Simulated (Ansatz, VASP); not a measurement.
Si3F in VASP and in Ansatz

```xyz
8
Lattice="6.1056 0.0000 0.0000 -3.0528 5.2876 0.0000 0.0000 0.0000 3.4587" Properties=species:S:1:pos:R:3 pbc="T T T"
Si    1.4389    1.5798    0.8647
Si   -0.6487    2.0360    2.5940
Si    4.0179    0.4562    0.8647
Si    1.6139    3.7078    2.5940
Si    3.7015    3.2515    0.8647
Si   -0.9652    4.8314    2.5940
F     0.0000    3.5250    0.8647
F     3.0528    1.7625    2.5940
```

Alike in both runs: task relaxation of cell and atoms; functional PBE; k mesh 3 × 3 × 6; occupations gaussian, width 0.1 eV; no spin polarisation.

|  | VASP | Ansatz |
| --- | --- | --- |
| version | VASP 6.6.1 | Ansatz 0.2.0 |
| potentials or method | VASP PAW PBE potentials, release 64 (Si, F), cutoff 600 eV | scalar-relativistic, plane waves, PAW |
| valence electrons in the cell | 38 | 38 |

|  | VASP | Ansatz | Ansatz less VASP |
| --- | --- | --- | --- |
| gap on the k mesh at the Fermi level, each at its own relaxed structure (eV) | none | none | - |
| relaxed volume (Å³/atom) | 14.00 | 14.21 | +0.214 |
| relaxed length of the cell vector where the two differ most in proportion (Å) | 4.335 | 3.688 | -0.6466 |

A gap of «none» marks a metal or a gap that the smearing closes. One of these differences is far larger than is usual between the two programs; its cause wasn't traced.

The k mesh is coarse, so the values compare programs but aren't converged.
